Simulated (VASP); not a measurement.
# Bi2O (P-3m1) in VASP: notebook

The runs below take Bi2O through relaxation of cell and atoms, single point, with PBE.

All numbers are computed with VASP 6.6.1; they aren't measurements. Logs are shortened: lines on timing, memory, paths and dates and some standing lists are left out, and cuts for length are marked.

### 1 The cell of the first run

The structure is trigonal, space group P-3m1 (No. 164). Conventional cell: a = 3.700 Å, b = 3.700 Å, c = 6.196 Å, α = 90.00°, β = 90.00°, γ = 120.00°. Bi (site symmetry 3m) has 3 O at 2.58 Å within 3.4 Å. O (site symmetry -3m) has 6 Bi at 2.58 Å within 3.4 Å.

### 2 Relaxation of cell and atoms, PBE

INCAR

```
SYSTEM = Bi2O
ALGO = Normal ; EDIFF = 1E-6
EDIFFG = -0.04 ; ENCUT = 600
GGA = PE ; IBRION = 2
ISIF = 3 ; ISMEAR = 0
LASPH = .TRUE. ; LCHARG = .FALSE.
LREAL = .FALSE. ; LWAVE = .FALSE.
NELM = 100 ; NSW = 90
PREC = Accurate ; SIGMA = 0.1
```

KPOINTS

```
k-points
0
G
  6 6 4
  0 0 0
```

POSCAR

```
Bi2O
1.0
    3.7000015600      0.0000000000      0.0000000000
   -1.8500007800      3.2042953400      0.0000000000
    0.0000000000      0.0000000000      6.1963591700
Bi O
2 1
Direct
    0.3333333300      0.6666666700      0.2321269400
    0.6666666700      0.3333333300      0.7678730600
    0.0000000000      0.0000000000      0.0000000000
```

Potentials or basis: VASP PAW PBE potentials, release 64 (Bi_d, O).

Started as:

```console
$ cat potpaw_PBE.64/Bi_d/POTCAR potpaw_PBE.64/O/POTCAR > POTCAR
$ mpirun -np 1 vasp_std > vasp.out
```

OUTCAR:

```text
SYSTEM = Bi2O
   EDIFF = 1E-6
   EDIFFG = -0.04
   ENCUT = 600
   GGA = PE
   IBRION = 2
   ISIF = 3
   ISMEAR = 0
   LASPH = .TRUE.
   LREAL = .FALSE.
   NELM = 100
   NSW = 90
   PREC = Accurate

 ion  position               nearest neighbor table
   1  0.333  0.667  0.232-   3 2.58   3 2.58   3 2.58   2 3.58   2 3.58   2 3.58
   2  0.667  0.333  0.768-   3 2.58   3 2.58   3 2.58   1 3.58   1 3.58   1 3.58
   3  0.000  0.000  0.000-   1 2.58   2 2.58   1 2.58   2 2.58   2 2.58   1 2.58

  LATTYP: Found a hexagonal cell.
 ALAT       =     3.7000015600
 C/A-ratio  =     1.6746909615

  Lattice vectors:

 A1 = (   3.7000015600,   0.0000000000,   0.0000000000)
 A2 = (  -1.8500007800,   3.2042953400,   0.0000000000)
 A3 = (   0.0000000000,   0.0000000000,   6.1963591700)

Analysis of symmetry for initial positions (statically):
=====================================================================
 Subroutine PRICEL returns:
 Original cell was already a primitive cell.

 Routine SETGRP: Setting up the symmetry group for a
 hexagonal supercell.

 Subroutine GETGRP returns: Found 12 space group operations
 (whereof 12 operations were pure point group operations)
 out of a pool of 24 trial point group operations.

The static configuration has the point symmetry D_3d.

Analysis of symmetry for dynamics (positions and initial velocities):
=====================================================================
 Subroutine PRICEL returns:
 Original cell was already a primitive cell.

 Routine SETGRP: Setting up the symmetry group for a
 hexagonal supercell.

 Subroutine GETGRP returns: Found 12 space group operations
 (whereof 12 operations were pure point group operations)
 out of a pool of 24 trial point group operations.

The dynamic configuration has the point symmetry D_3d.

 Subroutine INISYM returns: Found 12 space group operations
 (whereof 12 operations are pure point group operations),
 and found     1 'primitive' translations

----------------------------------------------------------------------------------------

                                     Primitive cell

  volume of cell :      73.4634

  direct lattice vectors                    reciprocal lattice vectors
     3.700001560  0.000000000  0.000000000     0.270270156  0.156040548  0.000000000
    -1.850000780  3.204295340  0.000000000     0.000000000  0.312081095  0.000000000
     0.000000000  0.000000000  6.196359170     0.000000000  0.000000000  0.161385093

  length of vectors
     3.700001560  3.700001556  6.196359170     0.312081095  0.312081095  0.161385093

  position of ions in fractional coordinates (direct lattice)
     0.333333330  0.666666670  0.232126940
     0.666666670  0.333333330  0.767873060
     0.000000000  0.000000000  0.000000000

  ion indices of the primitive-cell ions
   primitive index   ion index
                 1           1
                 2           2
                 3           3

----------------------------------------------------------------------------------------

 KPOINTS: k-points

Automatic generation of k-mesh.
 Grid dimensions read from file:
 generate k-points for:    6    6    4

 Generating k-lattice:

  Cartesian coordinates                     Fractional coordinates (reciprocal lattice)
     0.045045026  0.026006758  0.000000000     0.166666667  0.000000000  0.000000000
     0.000000000  0.052013516  0.000000000     0.000000000  0.166666667  0.000000000
     0.000000000  0.000000000  0.040346273     0.000000000  0.000000000  0.250000000

  Length of vectors
     0.052013516  0.052013516  0.040346273

  Shift w.r.t. Gamma in fractional coordinates (k-lattice)
     0.000000000  0.000000000  0.000000000

 Subroutine IBZKPT returns following result:
 ===========================================

 Found     24 irreducible k-points:

 Following reciprocal coordinates:
            Coordinates               Weight
  0.000000  0.000000  0.000000      1.000000
  0.166667 -0.000000  0.000000      6.000000
  0.333333  0.000000  0.000000      6.000000
  0.500000  0.000000  0.000000      3.000000
  0.166667  0.166667  0.000000      6.000000
  0.333333  0.166667  0.000000     12.000000
[... 16 lines left out ...]
  0.333333  0.166667  0.500000     12.000000
  0.333333  0.333333  0.500000      2.000000
   k-points           NKPTS =     24   k-points in BZ     NKDIM =     24   number of bands    NBANDS=     22
   number of dos      NEDOS =    301   number of ions     NIONS =      3
   total plane-waves  NPLWV =  45000
   dimension x,y,z NGX =    30 NGY =   30 NGZ =   50
   dimension x,y,z NGXF=    60 NGYF=   60 NGZF=  100
   ions per type =               2   1
   NGX,Y,Z   is equivalent  to a cutoff of  13.48, 13.48, 13.41 a.u.
   NGXF,Y,Z  is equivalent  to a cutoff of  26.96, 26.96, 26.83 a.u.
 SYSTEM =  Bi2O
   PREC   = accura    normal or accurate (medium, high low for compatibility)
   ISTART =      0    job   : 0-new  1-cont  2-samecut
   ICHARG =      2    charge: 1-file 2-atom 10-const
   ISPIN  =      1    spin polarized calculation?
   LNONCOLLINEAR =      F non collinear calculations
   LSORBIT =      F    spin-orbit coupling
   LASPH  =      T    aspherical Exc in radial PAW
   ENCUT  =  600.0 eV  44.10 Ry    6.64 a.u.   7.39  7.39 12.38*2*pi/ulx,y,z
   NELM   =    100;   NELMIN=  2; NELMDL= -5     # of ELM steps
   EDIFF  = 0.1E-05   stopping-criterion for ELM
   LREAL  =      F    real-space projection
   EDIFFG = -.4E-01   stopping-criterion for IOM
   NSW    =     90    number of steps for IOM
   IBRION =      2    ionic relax: 0-MD 1-quasi-New 2-CG
   NFREE  =      1    steps in history (QN), initial steepest desc. (CG)
   ISIF   =      3    stress and relaxation
   ISYM   =      2    0-nonsym 1-usesym 2-fastsym
   POTIM  = 0.5000    time-step for ionic-motion
   TEBEG  =    0.0;   TEEND  =   0.0 temperature during run
   PSTRESS=    0.0 pullay stress
   NELECT =      36.0000    total number of electrons
   NUPDOWN=      -1.0000    fix difference up-down
   EMIN   =  10.00;   EMAX   =-10.00  energy-range for DOS
   EFERMI =   0.00;   METHOD = LEGACY
   ISMEAR =     0;   SIGMA  =   0.10  broadening in eV -4-tet -1-fermi 0-gaus
   EFERMI_NEDOS =   21; number of points for ismear=-14 and -15
   IALGO  =     38    algorithm
   IMIX   =      4    mixing-type and parameters
     AMIX     =   0.40;   BMIX     =  1.00
     AMIX_MAG =   1.60;   BMIX_MAG =  1.00
  volume/ion in A,a.u.               =      24.49       165.25
  Fermi-wavevector in a.u.,A,eV,Ry     =   1.290680  2.439032 22.665339  1.665855
  Thomas-Fermi vector in A             =   2.422497
   LORBIT       =      0    0 simple, 1 ext, 2 COOP (PROOUT), +10 PAW based schemes
   GGA     = PE    functional components
   LHFCALC =     F    Hartree Fock is set to
   AEXX    =    0.0000 exact exchange contribution
   IVDW    =     0    specifies the selected vdW correction
   LEPSILON=     F    determine dielectric tensor
   LRPA    =     F    only Hartree local field effects (RPA)
 conjugate gradient relaxation of ions
 non-spin polarized calculation
 Gauss-broadening in eV      SIGMA  =   0.10
  energy-cutoff  :      600.00
  volume of cell :       73.46
 maximum number of plane-waves:      2472
 NGX is ok and might be reduce to    30
   NGX = 15   NGY = 15   NGZ = 25

--------------------------------------- Ionic step        1  -------------------------------------------

 number of electron      36.0000004 magnetization

 Free energy of the ion-electron system (eV)
  ---------------------------------------------------
  ext. energy  EPLUGINS =         0.00000000
  ---------------------------------------------------
  free energy    TOTEN  =       -13.21039546 eV

  energy without entropy =      -13.20462390  energy(sigma->0) =      -13.20750968

------------------------ aborting loop because EDIFF is reached ----------------------------------------

  FORCE on cell =-STRESS in cart. coord.  units (eV):
  Direction    XX          YY          ZZ          XY          YZ          ZX
  --------------------------------------------------------------------------------------
  -------------------------------------------------------------------------------------
  Total       -0.8056044     -0.8056044      0.4354455      0.0000000      0.0000000      0.0000000
  in kB      -17.5695799    -17.5695799      9.4967132      0.0000000      0.0000000      0.0000000
  external PRESSURE =      -8.5474822 kB  Pullay stress =       0.0000000 kB

 VOLUME and BASIS-vectors are now :
 -----------------------------------------------------------------------------
  energy-cutoff  :      600.00
  volume of cell :       73.46
      direct lattice vectors                 reciprocal lattice vectors
     3.700001560  0.000000000  0.000000000     0.270270156  0.156040548  0.000000000
    -1.850000780  3.204295340  0.000000000     0.000000000  0.312081095  0.000000000
     0.000000000  0.000000000  6.196359170     0.000000000  0.000000000  0.161385093
[... 223 lines left out ...]
 POSITION                                       TOTAL-FORCE (eV/Angst)
 -----------------------------------------------------------------------------------
     -0.00000      2.02504      1.68471        -0.000000     -0.000000     -0.014783
      1.75374      1.01252      4.59285         0.000000      0.000000      0.014783
      0.00000      0.00000      0.00000         0.000000      0.000000      0.000000
 -----------------------------------------------------------------------------------
    total drift:                               -0.000000     -0.000000     -0.000000

  FREE ENERGIE OF THE ION-ELECTRON SYSTEM (eV)
  ---------------------------------------------------
  free  energy   TOTEN  =       -13.6360236038 eV

  energy  without entropy=      -13.6305417838  energy(sigma->0) =      -13.63328269

--------------------------------------- Ionic step        8  -------------------------------------------

 number of electron      36.0000009 magnetization

 Free energy of the ion-electron system (eV)
  ---------------------------------------------------
  ext. energy  EPLUGINS =         0.00000000
  ---------------------------------------------------
  free energy    TOTEN  =       -13.63777800 eV

  energy without entropy =      -13.63250884  energy(sigma->0) =      -13.63514342

 E-fermi :   8.0891     XC(G=0): -10.6282

 val. band max:        8.0236320944   @ k =   0.1667   0.1667   0.0000
 cond. band min:       8.1843737451   @ k =   0.3333   0.1667   0.5000
 fundamental gap:      0.1607416506
 Fermi energy:         8.0890542384

 k-point     1 :       0.0000    0.0000    0.0000
  band No.  band energies     occupation
      1     -15.2619      2.00000
      2     -15.2464      2.00000
      3     -15.2201      2.00000
      4     -15.2201      2.00000
      5     -15.2107      2.00000
      6     -15.2107      2.00000
[... 14 lines left out ...]
     21      13.2841      0.00000
     22      13.2841      0.00000
[... 595 lines left out ...]
 POSITION                                       TOTAL-FORCE (eV/Angst)
 -----------------------------------------------------------------------------------
     -0.00000      2.03162      1.67459        -0.000000      0.000000      0.015476
      1.75943      1.01581      4.56862         0.000000     -0.000000     -0.015476
      0.00000      0.00000      6.24321         0.000000     -0.000000      0.000000
 -----------------------------------------------------------------------------------
    total drift:                                0.000000      0.000000      0.000000

  FREE ENERGIE OF THE ION-ELECTRON SYSTEM (eV)
  ---------------------------------------------------
  free  energy   TOTEN  =       -13.6377779955 eV

  energy  without entropy=      -13.6325088442  energy(sigma->0) =      -13.63514342

 reached required accuracy - stopping structural energy minimisation
```

Wall time 4.6 min (1 thread of Intel Xeon Platinum 8488C (Sapphire Rapids), shared host); peak memory 0.23 GiB.

Results:

| Item | Value |
| --- | --- |
| Free energy | -13.6378 eV |
| Relaxed volume | 22.32 Å³/atom |
| Relaxed cell | a = 3.519 Å, b = 3.519 Å, c = 6.243 Å, α = 90.00°, β = 90.00°, γ = 120.00° |
| Space group after relaxing (to 0.05 Å) | P-3m1 (No. 164) |
| Energy gained by relaxing | 142.5 meV/atom |
| Ionic steps | 8 |
| Pressure after relaxing | 0.1 GPa |
| Largest force after relaxing | 0.015 eV/Å |
| Band gap on the k mesh | zero (band 18 reaches 11.54 eV, above the bottom of band 19 at 5.67 eV) |

Forces in eV/Å, atoms in the order of the input:
```
Bi   0.000  0.000  0.015
Bi   0.000  0.000 -0.015
O    0.000  0.000  0.000
```

The path:
| step | energy change (eV) | largest force (eV/Å) | pressure (GPa) | volume (Å³) |
| --- | --- | --- | --- | --- |
| 1 | 0.0000 | 1.2920 | -0.85 | 73.46 |
| 2 | -0.1694 | 0.9892 | -1.42 | 72.07 |
| 3 | -0.3995 | 0.2982 | -1.97 | 69.30 |
| 4 | 0.2566 | 2.5212 | 2.85 | 63.76 |
| 5 | -0.4143 | 0.0496 | -1.91 | 68.66 |
| 6 | -0.4004 | 0.0216 | 3.43 | 64.36 |
| 7 | -0.4256 | 0.0148 | 0.04 | 66.88 |
| 8 | -0.4274 | 0.0155 | 0.06 | 66.95 |

Final structure:
```cif
data_structure
_symmetry_space_group_name_H-M 'P 1'
_symmetry_Int_Tables_number 1
_cell_length_a 3.5189
_cell_length_b 3.5189
_cell_length_c 6.2432
_cell_angle_alpha 90.000
_cell_angle_beta 90.000
_cell_angle_gamma 120.000
_cell_volume 66.95
loop_
_atom_site_label
_atom_site_type_symbol
_atom_site_fract_x
_atom_site_fract_y
_atom_site_fract_z
_atom_site_occupancy
Bi1 Bi 0.33333 0.66667 0.26823 1
Bi2 Bi 0.66667 0.33333 0.73177 1
O1 O 0.00000 0.00000 0.00000 1
```

Caveat: spin-orbit coupling is left out, which moves the levels of the heavy elements.

### 3 Single point, PBE

This run uses another cell than the first one, of 22.25 Å³/atom, 0.909 times its volume.

INCAR

```
SYSTEM = Bi2O
PREC = Accurate
ENCUT = 520
EDIFF = 1E-6
ISMEAR = 0
SIGMA = 0.1
LREAL = .FALSE.
LASPH = .TRUE.
NELM = 100
ALGO = Normal
ISIF = 2
LWAVE = .FALSE.
LCHARG = .TRUE.
GGA = PE
LELF = .TRUE.
LVHAR = .TRUE.
NBANDS = 25
```

KPOINTS

```
regular mesh
0
G
  18 18 8
  0 0 0
```

POSCAR

```
Bi2O
1.0
    3.5207164575      0.0000000000      0.0000000000
   -1.7603582288      3.0490298917      0.0000000000
    0.0000000000      0.0000000000      6.2192875983
Bi O
2 1
Direct
    0.3333333333      0.6666666667      0.2689930772
    0.6666666667      0.3333333333      0.7310069228
    0.0000000000      0.0000000000      0.0000000000
```

Potentials or basis: VASP PAW PBE potentials, release 64 (Bi_d, O).

Started as:

```console
$ cat potpaw_PBE.64/Bi_d/POTCAR potpaw_PBE.64/O/POTCAR > POTCAR
$ mpirun -np 1 vasp_std > vasp.out
```

It took 6.2 min on 1 thread of Intel Xeon Platinum 8488C (Sapphire Rapids), shared host; peak memory 0.48 GiB.

The run converged. Its results:

- Free energy: -13.6467 eV
- Pressure: -0.1 GPa
- Largest force: 0.006 eV/Å
- Band gap on the k mesh: zero (band 18 reaches 11.59 eV, above the bottom of band 19 at 5.68 eV)

Forces in eV/Å, atoms in the order of the input:
```
Bi   0.000  0.000  0.006
Bi   0.000  0.000 -0.006
O    0.000  0.000  0.000
```

Levels at points of the mesh, in eV from the Fermi level:
```tsv
k point	band 16	band 17	band 18	band 19	band 20	band 21
(0.00, 0.00, 0.00)	-2.97	-2.62	3.43	3.43	4.66	5.20
(0.50, 0.00, 0.00)	-4.11	-3.68	-0.42	1.43	1.94	2.18
(0.00, 0.00, 0.50)	-2.98	0.53	0.67	4.20	4.20	4.23
(0.50, 0.00, 0.50)	-3.44	-3.36	-1.19	0.56	1.08	3.73
```

Caveat: spin-orbit coupling is left out, which moves the levels of the heavy elements.
